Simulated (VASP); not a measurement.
## Ti: single point with PBE

Ti, a slab with vacuum:

```xyz
7
Lattice="3.2555 0.0000 0.0000 0.0000 3.2555 0.0000 0.0000 0.0000 24.7665" Properties=species:S:1:pos:R:3 pbc="T T T"
Ti    1.6278    1.6278    7.5000
Ti    0.0000    0.0000    9.1278
Ti    1.6278    1.6278   10.7555
Ti    0.0000    0.0000   12.3833
Ti    1.6278    1.6278   14.0110
Ti    0.0000    0.0000   15.6388
Ti    1.6278    1.6278   17.2665
```

- Program: VASP 6.6.1
- Task: single point
- Functional: PBE
- Potentials or basis: VASP PAW PBE potentials, release 64 (Ti_sv)
- Cutoff: 520 eV
- k mesh: 11 × 11 × 1
- Occupations: gaussian, width 0.01 eV
- Spin: no spin polarisation

```
Largest force          : 0.519 eV/Å
Band gap on the k mesh : zero (bands 42 and 43 overlap by 1.30 eV)
```

Forces in eV/Å, atoms in the order of the input:
```
Ti   0.000  0.000  0.519
Ti   0.000  0.000 -0.457
Ti   0.000  0.000 -0.027
Ti   0.000  0.000  0.000
Ti   0.000  0.000  0.027
Ti   0.000  0.000  0.457
Ti   0.000  0.000 -0.519
```

Levels at points of the mesh, in eV from the Fermi level:
```tsv
k point	band 39	band 40	band 41	band 42	band 43	band 44
(0.00, 0.00, 0.00)	-0.10	0.18	0.20	0.88	0.88	0.89
```

Wall time 20 min on 1 thread of Intel Xeon 8259CL, with other jobs on the host, peak memory 0.43 GiB.
